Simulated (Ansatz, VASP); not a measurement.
Cs2SeCl4O2 in VASP and in Ansatz

```
CELL_PARAMETERS angstrom
5.94122 3.87850 0.00000
5.94122 -3.87850 0.00000
0.78946 0.00000 -5.72166
ATOMIC_POSITIONS crystal
Se 0.50000 0.50000 0.00000
Cs 0.84071 0.84071 0.30749
Cs 0.15929 0.15929 0.69251
Cl 0.64639 0.14595 0.78747
Cl 0.85405 0.35361 0.21253
Cl 0.35361 0.85405 0.21253
Cl 0.14595 0.64639 0.78747
O 0.38440 0.38440 0.22710
O 0.61560 0.61560 0.77290
```

Alike in both runs: task single point; functional PBE; k mesh 4 × 4 × 5; occupations fermi-dirac, width 0.0103 eV; no spin polarisation.

|  | VASP | Ansatz |
| --- | --- | --- |
| version | VASP 6.6.1 | Ansatz 0.2.0 |
| potentials or method | VASP PAW PBE potentials, release 64 (Se, Cs_sv, Cl, O), cutoff 520 eV | PAW plane waves |
| valence electrons in the cell | 64 | 74 |

|  | VASP | Ansatz | Ansatz less VASP |
| --- | --- | --- | --- |
| gap on the k mesh at the Fermi level (eV) | 0.46 | 0.47 | +0.006 |
| pressure (GPa) | -3.2 | -3.3 | -0.08 |
| traceless stress, the component that is largest in VASP (GPa) | -2.00 | -2.18 | -0.177 |
| rms of the force components (eV/Å) | 0.881 | 0.925 | +0.0437 |

Atom by atom the forces differ by 0.047 eV/Å (rms over components). VASP's potentials hold 64 valence electrons a cell and Ansatz's 74, so a difference there can come from the potentials and not from the codes.

Neither program's run includes spin-orbit coupling.
